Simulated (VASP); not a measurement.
## Na: single point with PBE+D3(BJ)

Crystal: Na.

```
CELL_PARAMETERS angstrom
-2.14100 2.14100 2.14100
2.14100 -2.14100 2.14100
2.14100 2.14100 -2.14100
ATOMIC_POSITIONS crystal
Na 0.00000 0.00000 0.00000
```

* Program: VASP 6.6.1
* Task: single point
* Functional: PBE
* Dispersion: D3(BJ)
* Potentials or basis: VASP PAW PBE potentials, release 64 (Na_pv)
* Cutoff: 520 eV
* k mesh: 9 × 9 × 9
* Occupations: gaussian, width 0.025 eV
* Spin: collinear spin, ferromagnetic start
* Starting moments: [0.5] μB
* Dipole correction: no
* Further INCAR settings: ALGO = Normal; EDIFF = 1e-07; NBANDS = 14

The pressure is -1.0 GPa and the net moment is 0.00 μB per cell. The valence electrons inside the program's atomic spheres are Na 6.06. The dispersion energy per atom is -0.146 eV.

Levels at points of the mesh, in eV from the Fermi level:
Spin up:
```
           k point  band 1  band 2  band 3  band 4  band 5  band 6
(0.00, 0.00, 0.00)  -24.86  -24.86  -24.86   -3.07   11.45   11.45
```
Spin down:
| k point | band 1 | band 2 | band 3 | band 4 | band 5 | band 6 | band 7 | band 8 |
| --- | --- | --- | --- | --- | --- | --- | --- | --- |
| (0.00, 0.00, 0.00) | -24.86 | -24.86 | -24.86 | -3.08 | 11.45 | 11.45 | 11.45 | 12.42 |

It took 20 s on 1 thread of AMD EPYC 9R45 96-Core Processor (Zen 5), with other jobs on the host, peak memory 0.15 GiB.

Caveat: pairwise dispersion overbinds metals, which lowers pressure and volume.
